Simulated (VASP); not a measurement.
Here is a VASP 6.6.1 calculation.

Contents of INCAR:

```
SYSTEM = Al2Cu
ALGO     = Fast           ! electronic algorithm
EDIFF    = 1E-6           ! SCF threshold, eV
ENCUT    = 520            ! plane-wave cutoff, eV
GGA      = PS             ! functional
ISIF     = 2              ! what is computed and relaxed
ISMEAR   = 0              ! smearing method
LASPH    = .TRUE.         ! aspherical terms in the spheres
LCHARG   = .FALSE.        ! write CHGCAR
LREAL    = .FALSE.        ! projectors in reciprocal space
LWAVE    = .FALSE.        ! write WAVECAR
NBANDS   = 16             ! bands
NELM     = 100            ! most SCF steps
PREC     = Accurate       ! precision mode
SIGMA    = 0.15           ! smearing width, eV
```

The input KPOINTS:

```
k-points
0
G
  12 12 16
  0 0 0
```

Contents of POSCAR:

```
Al2Cu
1.0
    4.0841721988      0.0000000000      0.0051052152
    0.0000000000      4.0841721988      0.0000000000
    0.0035579934      0.0000000000      2.8463947459
Al Cu
2 1
Direct
    0.5000000000      0.0000000000      0.5000000000
    0.0000000000      0.5000000000      0.5000000000
    0.0000000000      0.0000000000      0.0000000000
```

Potentials or basis: VASP PAW PBE potentials, release 64 (Al, Cu).

Command:

```console
$ cat potpaw_PBE.64/Al/POTCAR potpaw_PBE.64/Cu/POTCAR > POTCAR
$ mpirun -np 1 vasp_std > vasp.out
```

Q: Predict the pressure.

A: -0.1 GPa.

Q: Estimate the band gap on the k mesh.

A: Zero (an odd number of electrons rules out a gap without spin polarisation).

Stress tensor (GPa, compression positive):
```
 0.19  0.00 -0.15
 0.00  0.19  0.00
-0.15  0.00 -0.54
```

Caveat: the cell differs from its parent crystal (strain +0.0025 x Voigt [0, 0, 0, 0, 1, 0]); the PAW data sets were made with another functional, which shifts forces and pressure a little.
